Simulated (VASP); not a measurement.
# CaZr3N2 (P4/mmm) in VASP: further runs

Runs on CaZr3N2. Level: PBE. Tasks: single point.

All numbers are computed with VASP 6.6.1; they aren't measurements. Logs are shortened: lines on timing, memory, paths and dates and some standing lists are left out, and cuts for length are marked.

## 1. The cell of the first run

Symmetry: P4/mmm, No. 123, tetragonal system. Conventional cell: a = 2.945 Å, b = 2.945 Å, c = 11.504 Å, α = 90.00°, β = 90.00°, γ = 90.00°. Within 3.9 Å of Ca (site symmetry 4/mmm) lie 4 Ca at 2.94 Å and 8 Zr at 3.68 Å. Within 3.4 Å of Zr (site symmetry 4/mmm) lie 8 N at 2.58 Å and 6 Zr at 2.72 to 2.94 Å. Zr (site symmetry 4mm) has 4 N at 2.40 Å and 5 Zr at 2.72 to 2.94 Å within 3.2 Å. Within 3.2 Å of N (site symmetry 4mm) lie 8 Zr at 2.40 to 2.58 Å and 5 N at 2.94 to 3.06 Å.

## 2. Single point, PBE

INCAR

```
SYSTEM = CaZr3N2
PREC = Accurate
ENCUT = 520
EDIFF = 1E-6
ISMEAR = 0
SIGMA = 0.1
LREAL = .False.
LASPH = .True.
NELM = 60
ALGO = Normal
ISIF = 2
LWAVE = .False.
LCHARG = .False.
GGA = PE
NBANDS = 37
```

KPOINTS

```
Automatic mesh
0
Gamma
  6 6 2
  0 0 0
```

POSCAR

```
CaZr3N2
1.0
    2.9445912555      0.0000000000      0.0000000000
    0.0000000000      2.9445912555      0.0000000000
    0.0000000000      0.0000000000     11.5036309850
Ca Zr N
1 3 2
Direct
    0.5000000000      0.5000000000      0.5000000000
    0.0000000000      0.0000000000      0.0000000000
    0.0000000000      0.0000000000      0.7639412255
    0.0000000000      0.0000000000      0.2360587745
    0.5000000000      0.5000000000      0.8671807216
    0.5000000000      0.5000000000      0.1328192784
```

Potentials or basis: VASP PAW PBE potentials, release 64 (Ca_sv, Zr_sv, N).

Launch:

```console
$ cat potpaw_PBE.64/Ca_sv/POTCAR potpaw_PBE.64/Zr_sv/POTCAR potpaw_PBE.64/N/POTCAR > POTCAR
$ mpirun -np 1 vasp_std > vasp.out
```

OUTCAR:

```text
SYSTEM = CaZr3N2
   PREC = Accurate
   ENCUT = 520
   EDIFF = 1E-6
   ISMEAR = 0
   LREAL = .False.
   LASPH = .True.
   NELM = 60
   ISIF = 2
   GGA = PE

 ion  position               nearest neighbor table
   1  0.500  0.500  0.500-
   2  0.000  0.000  0.000-   5 2.58   6 2.58   5 2.58   6 2.58   5 2.58   6 2.58   5 2.58   6 2.58
                             3 2.72   4 2.72
   3  0.000  0.000  0.764-   5 2.40   5 2.40   5 2.40   5 2.40   2 2.72
   4  0.000  0.000  0.236-   6 2.40   6 2.40   6 2.40   6 2.40   2 2.72
   5  0.500  0.500  0.867-   3 2.40   3 2.40   3 2.40   3 2.40   2 2.58   2 2.58   2 2.58   2 2.58

   6  0.500  0.500  0.133-   4 2.40   4 2.40   4 2.40   4 2.40   2 2.58   2 2.58   2 2.58   2 2.58

  LATTYP: Found a simple tetragonal cell.
 ALAT       =     2.9445912555
 C/A-ratio  =     3.9066987527

  Lattice vectors:

 A1 = (   2.9445912555,   0.0000000000,   0.0000000000)
 A2 = (   0.0000000000,   2.9445912555,   0.0000000000)
 A3 = (   0.0000000000,   0.0000000000,  11.5036309850)

Analysis of symmetry for initial positions (statically):
=====================================================================
 Subroutine PRICEL returns:
 Original cell was already a primitive cell.

 Routine SETGRP: Setting up the symmetry group for a
 simple tetragonal supercell.

 Subroutine GETGRP returns: Found 16 space group operations
 (whereof 16 operations were pure point group operations)
 out of a pool of 16 trial point group operations.

The static configuration has the point symmetry D_4h.

Analysis of symmetry for dynamics (positions and initial velocities):
=====================================================================
 Subroutine PRICEL returns:
 Original cell was already a primitive cell.

 Routine SETGRP: Setting up the symmetry group for a
 simple tetragonal supercell.

 Subroutine GETGRP returns: Found 16 space group operations
 (whereof 16 operations were pure point group operations)
 out of a pool of 16 trial point group operations.

The dynamic configuration has the point symmetry D_4h.

 Subroutine INISYM returns: Found 16 space group operations
 (whereof 16 operations are pure point group operations),
 and found     1 'primitive' translations

----------------------------------------------------------------------------------------

                                     Primitive cell

  volume of cell :      99.7436

  direct lattice vectors                    reciprocal lattice vectors
     2.944591255  0.000000000  0.000000000     0.339605709  0.000000000  0.000000000
     0.000000000  2.944591255  0.000000000     0.000000000  0.339605709  0.000000000
     0.000000000  0.000000000 11.503630985     0.000000000  0.000000000  0.086929075

  length of vectors
     2.944591255  2.944591255 11.503630985     0.339605709  0.339605709  0.086929075

  position of ions in fractional coordinates (direct lattice)
     0.500000000  0.500000000  0.500000000
     0.000000000  0.000000000  0.000000000
     0.000000000  0.000000000  0.763941225
     0.000000000  0.000000000  0.236058775
     0.500000000  0.500000000  0.867180722
     0.500000000  0.500000000  0.132819278

  ion indices of the primitive-cell ions
   primitive index   ion index
                 1           1
                 2           2
                 3           3
                 4           4
                 5           5
                 6           6

----------------------------------------------------------------------------------------

 KPOINTS: Automatic mesh

Automatic generation of k-mesh.
 Grid dimensions read from file:
 generate k-points for:    6    6    2

 Generating k-lattice:

  Cartesian coordinates                     Fractional coordinates (reciprocal lattice)
     0.056600951  0.000000000  0.000000000     0.166666667  0.000000000  0.000000000
     0.000000000  0.056600951  0.000000000     0.000000000  0.166666667  0.000000000
     0.000000000  0.000000000  0.043464537     0.000000000  0.000000000  0.500000000

  Length of vectors
     0.056600951  0.056600951  0.043464537

  Shift w.r.t. Gamma in fractional coordinates (k-lattice)
     0.000000000  0.000000000  0.000000000

 Subroutine IBZKPT returns following result:
 ===========================================

 Found     20 irreducible k-points:

 Following reciprocal coordinates:
            Coordinates               Weight
  0.000000  0.000000  0.000000      1.000000
  0.166667  0.000000  0.000000      4.000000
  0.333333  0.000000  0.000000      4.000000
  0.500000  0.000000  0.000000      2.000000
  0.166667  0.166667  0.000000      4.000000
  0.333333  0.166667  0.000000      8.000000
[... 12 lines left out ...]
  0.500000  0.333333  0.500000      4.000000
  0.500000  0.500000  0.500000      1.000000
   k-points           NKPTS =     20   k-points in BZ     NKDIM =     20   number of bands    NBANDS=     37
   number of dos      NEDOS =    301   number of ions     NIONS =      6
   total plane-waves  NPLWV =  51840
   dimension x,y,z NGX =    24 NGY =   24 NGZ =   90
   dimension x,y,z NGXF=    48 NGYF=   48 NGZF=  180
   ions per type =               1   3   2
   NGX,Y,Z   is equivalent  to a cutoff of  13.55, 13.55, 13.01 a.u.
   NGXF,Y,Z  is equivalent  to a cutoff of  27.10, 27.10, 26.01 a.u.
 SYSTEM =  CaZr3N2
   PREC   = accura    normal or accurate (medium, high low for compatibility)
   ISTART =      0    job   : 0-new  1-cont  2-samecut
   ICHARG =      2    charge: 1-file 2-atom 10-const
   ISPIN  =      1    spin polarized calculation?
   LNONCOLLINEAR =      F non collinear calculations
   LSORBIT =      F    spin-orbit coupling
   LASPH  =      T    aspherical Exc in radial PAW
   ENCUT  =  520.0 eV  38.22 Ry    6.18 a.u.   5.47  5.47 21.39*2*pi/ulx,y,z
   NELM   =     60;   NELMIN=  2; NELMDL= -5     # of ELM steps
   EDIFF  = 0.1E-05   stopping-criterion for ELM
   LREAL  =      F    real-space projection
[... 7 lines left out ...]
   TEBEG  =    0.0;   TEEND  =   0.0 temperature during run
   PSTRESS=    0.0 pullay stress
   NELECT =      56.0000    total number of electrons
   NUPDOWN=      -1.0000    fix difference up-down
   EMIN   =  10.00;   EMAX   =-10.00  energy-range for DOS
   EFERMI =   0.00;   METHOD = LEGACY
   ISMEAR =     0;   SIGMA  =   0.10  broadening in eV -4-tet -1-fermi 0-gaus
   EFERMI_NEDOS =   21; number of points for ismear=-14 and -15
   IALGO  =     38    algorithm
   IMIX   =      4    mixing-type and parameters
     AMIX     =   0.40;   BMIX     =  1.00
     AMIX_MAG =   1.60;   BMIX_MAG =  1.00
  volume/ion in A,a.u.               =      16.62       112.18
  Fermi-wavevector in a.u.,A,eV,Ry     =   1.350545  2.552161 24.816657  1.823973
  Thomas-Fermi vector in A             =   2.478041
   LORBIT       =      0    0 simple, 1 ext, 2 COOP (PROOUT), +10 PAW based schemes
   GGA     = PE    functional components
   LHFCALC =     F    Hartree Fock is set to
   AEXX    =    0.0000 exact exchange contribution
   IVDW    =     0    specifies the selected vdW correction
   LEPSILON=     F    determine dielectric tensor
   LRPA    =     F    only Hartree local field effects (RPA)
 non-spin polarized calculation
 Gauss-broadening in eV      SIGMA  =   0.10
  energy-cutoff  :      520.00
  volume of cell :       99.74
 maximum number of plane-waves:      2730
 NGX is ok and might be reduce to    24
   NGX = 11   NGY = 11   NGZ = 43

 number of electron      56.0000005 magnetization

 Free energy of the ion-electron system (eV)
  ---------------------------------------------------
  ext. energy  EPLUGINS =         0.00000000
  ---------------------------------------------------
  free energy    TOTEN  =       -46.20112601 eV

  energy without entropy =      -46.18500667  energy(sigma->0) =      -46.19306634

 E-fermi :   8.5951     XC(G=0): -11.2177

 val. band max:        8.5940740457   @ k =   0.5000   0.3333   0.0000
 cond. band min:       8.6237026019   @ k =   0.5000   0.1667   0.0000
 fundamental gap:      0.0296285562
 Fermi energy:         8.5951406334

 k-point     1 :       0.0000    0.0000    0.0000
  band No.  band energies     occupation
      1     -40.6015      2.00000
      2     -40.3230      2.00000
      3     -40.2807      2.00000
      4     -32.6387      2.00000
      5     -19.4284      2.00000
      6     -18.5301      2.00000
[... 29 lines left out ...]
     36      12.8065      0.00000
     37      13.2257      0.00000

 k-point     2 :       0.1667    0.0000    0.0000
  band No.  band energies     occupation
      1     -40.5694      2.00000
      2     -40.2911      2.00000
      3     -40.2494      2.00000
      4     -32.6045      2.00000
      5     -19.3732      2.00000
      6     -18.5067      2.00000
[... 29 lines left out ...]
     36      12.0023      0.00000
     37      12.1400      0.00000

 k-point     3 :       0.3333    0.0000    0.0000
  band No.  band energies     occupation
      1     -40.5043      2.00000
      2     -40.2263      2.00000
      3     -40.1861      2.00000
      4     -32.5351      2.00000
      5     -19.2589      2.00000
      6     -19.0137      2.00000
[... 29 lines left out ...]
     36      11.4547      0.00000
     37      11.8880      0.00000

 k-point     4 :       0.5000    0.0000    0.0000
  band No.  band energies     occupation
      1     -40.4713      2.00000
      2     -40.1935      2.00000
      3     -40.1541      2.00000
      4     -32.4999      2.00000
      5     -19.2913      2.00000
      6     -19.1962      2.00000
[... 29 lines left out ...]
     36      12.0478      0.00000
     37      12.5420      0.00000
[... 523 lines left out ...]
      1     -40.4106      2.00000
      2     -40.1332      2.00000
      3     -40.0948      2.00000
      4     -32.4357      2.00000
      5     -19.1174      2.00000
      6     -18.8812      2.00000
[... 29 lines left out ...]
     36      11.7006      0.00000
     37      11.8892      0.00000

 k-point    19 :       0.5000    0.3333    0.5000
  band No.  band energies     occupation
      1     -40.3788      2.00000
      2     -40.1016      2.00000
      3     -40.0639      2.00000
      4     -32.4019      2.00000
      5     -19.1134      2.00000
      6     -19.0673      2.00000
[... 29 lines left out ...]
     36      12.2023      0.00000
     37      12.2993      0.00000

 k-point    20 :       0.5000    0.5000    0.5000
  band No.  band energies     occupation
      1     -40.3474      2.00000
      2     -40.0704      2.00000
      3     -40.0333      2.00000
      4     -32.3686      2.00000
      5     -19.0526      2.00000
      6     -19.0526      2.00000
[... 29 lines left out ...]
     36      12.6646      0.00000
     37      12.6646      0.00000

------------------------ aborting loop because EDIFF is reached ----------------------------------------

  FORCE on cell =-STRESS in cart. coord.  units (eV):
  Direction    XX          YY          ZZ          XY          YZ          ZX
  --------------------------------------------------------------------------------------
  -------------------------------------------------------------------------------------
  Total        0.0495109      0.0495109      0.2575065      0.0000000     -0.0000000     -0.0000000
  in kB        0.7952911      0.7952911      4.1363176      0.0000000     -0.0000000     -0.0000000
  external PRESSURE =       1.9089666 kB  Pullay stress =       0.0000000 kB

 VOLUME and BASIS-vectors are now :
 -----------------------------------------------------------------------------
  energy-cutoff  :      520.00
  volume of cell :       99.74
      direct lattice vectors                 reciprocal lattice vectors
     2.944591255  0.000000000  0.000000000     0.339605709  0.000000000  0.000000000
     0.000000000  2.944591255  0.000000000     0.000000000  0.339605709  0.000000000
     0.000000000  0.000000000 11.503630985     0.000000000  0.000000000  0.086929075

 POSITION                                       TOTAL-FORCE (eV/Angst)
 -----------------------------------------------------------------------------------
      1.47230      1.47230      5.75182         0.000000      0.000000      0.000000
      0.00000      0.00000      0.00000         0.000000      0.000000      0.000000
      0.00000      0.00000      8.78810        -0.000000     -0.000000     -0.052816
      0.00000      0.00000      2.71553         0.000000      0.000000      0.052816
      1.47230      1.47230      9.97573        -0.000000      0.000000      0.005380
      1.47230      1.47230      1.52790         0.000000     -0.000000     -0.005380
 -----------------------------------------------------------------------------------
    total drift:                                0.000000      0.000000      0.000000

  FREE ENERGIE OF THE ION-ELECTRON SYSTEM (eV)
  ---------------------------------------------------
  free  energy   TOTEN  =       -46.2011260085 eV

  energy  without entropy=      -46.1850066733  energy(sigma->0) =      -46.19306634
```

It took 50 s on 1 thread of Intel Xeon 6975P-C (Granite Rapids), shared host; peak memory 0.25 GiB.

Results:

```
Free energy            : -46.2011 eV
Pressure               : 0.2 GPa
Largest force          : 0.053 eV/Å
Band gap on the k mesh : zero (band 28 reaches 9.31 eV, above the bottom of band 29 at 7.06 eV)
```

Forces in eV/Å, atoms in the order of the input:
```
Ca   0.000  0.000  0.000
Zr   0.000  0.000  0.000
Zr   0.000  0.000 -0.053
Zr   0.000  0.000  0.053
N    0.000  0.000  0.005
N    0.000  0.000 -0.005
```

## 3. Single point, PBE

This run uses another cell than the first one, of 18.26 Å³/atom, 1.098 times its volume.

INCAR

```
PREC = Accurate ; ENCUT = 520
EDIFF = 1E-6 ; ISMEAR = 0
SIGMA = 0.1 ; LREAL = False
LASPH = True ; NELM = 80
ALGO = Normal ; ISIF = 2
LWAVE = False ; LCHARG = True
GGA = PE ; LELF = True
LVHAR = True ; NBANDS = 37
```

KPOINTS

```
Automatic mesh
0
Gamma
  6 6 2
```

POSCAR

```
CaZr3N2
1.0
    3.2001659900      0.0000000000      0.0000000000
    0.0000000000      3.2001659900      0.0000000000
    0.0000000000      0.0000000000     10.6975389400
Ca Zr N
1 3 2
Direct
    0.5000000000      0.5000000000      0.5000000000
    0.0000000000      0.0000000000      0.0000000000
    0.0000000000      0.0000000000      0.7145522800
    0.0000000000      0.0000000000      0.2854477200
    0.5000000000      0.5000000000      0.8473602500
    0.5000000000      0.5000000000      0.1526397500
```

Potentials or basis: VASP PAW PBE potentials, release 64 (Ca_sv, Zr_sv, N).

Launch:

```console
$ cat potpaw_PBE.64/Ca_sv/POTCAR potpaw_PBE.64/Zr_sv/POTCAR potpaw_PBE.64/N/POTCAR > POTCAR
$ mpirun -np 1 vasp_std > vasp.out
```

Run time: 47 s. Hardware: 1 thread of Intel Xeon 6975P-C (Granite Rapids), shared host; peak memory 0.24 GiB.

It converged, with:

* Free energy: -42.9889 eV
* Pressure: -13.4 GPa
* Largest force: 3.273 eV/Å
* Band gap on the k mesh: zero (band 28 reaches 7.45 eV, above the bottom of band 29 at 6.36 eV)

Forces on the atoms (eV/Å):
```
Ca   0.000  0.000  0.000
Zr   0.000  0.000  0.000
Zr   0.000  0.000  3.273
Zr   0.000  0.000 -3.273
N    0.000  0.000  0.103
N    0.000  0.000 -0.103
```

Stress tensor (GPa, compression positive):
```
-13.90   0.00   0.00
  0.00 -13.90   0.00
  0.00   0.00 -12.40
```

Levels at points of the mesh, in eV from the Fermi level:
| k point | band 24 | band 25 | band 26 | band 27 | band 28 | band 29 | band 30 | band 31 | band 32 | band 33 |
| --- | --- | --- | --- | --- | --- | --- | --- | --- | --- | --- |
| (0.00, 0.00, 0.00) | -1.58 | -1.55 | -1.34 | -1.34 | -1.03 | -1.00 | 0.47 | 0.96 | 1.32 | 2.33 |
| (0.50, 0.00, 0.00) | -1.68 | -1.27 | -1.09 | -0.69 | -0.60 | -0.12 | 0.32 | 0.81 | 1.91 | 1.94 |
| (0.50, 0.50, 0.00) | -2.75 | -1.46 | -0.19 | -0.15 | -0.15 | 0.70 | 0.90 | 0.90 | 1.74 | 2.08 |
| (0.00, 0.00, 0.50) | -1.48 | -1.43 | -1.34 | -1.34 | -1.26 | -0.82 | -0.36 | 0.77 | 2.31 | 2.73 |
| (0.50, 0.00, 0.50) | -1.60 | -1.25 | -1.24 | -0.65 | -0.26 | -0.10 | -0.05 | 0.87 | 1.71 | 1.78 |
| (0.50, 0.50, 0.50) | -2.94 | -1.14 | -0.34 | -0.05 | -0.05 | 0.28 | 0.75 | 0.75 | 1.46 | 2.88 |

Caveat: forces of over 1 eV/Å act on the atoms, so gaps and moduli don't describe the material at rest.
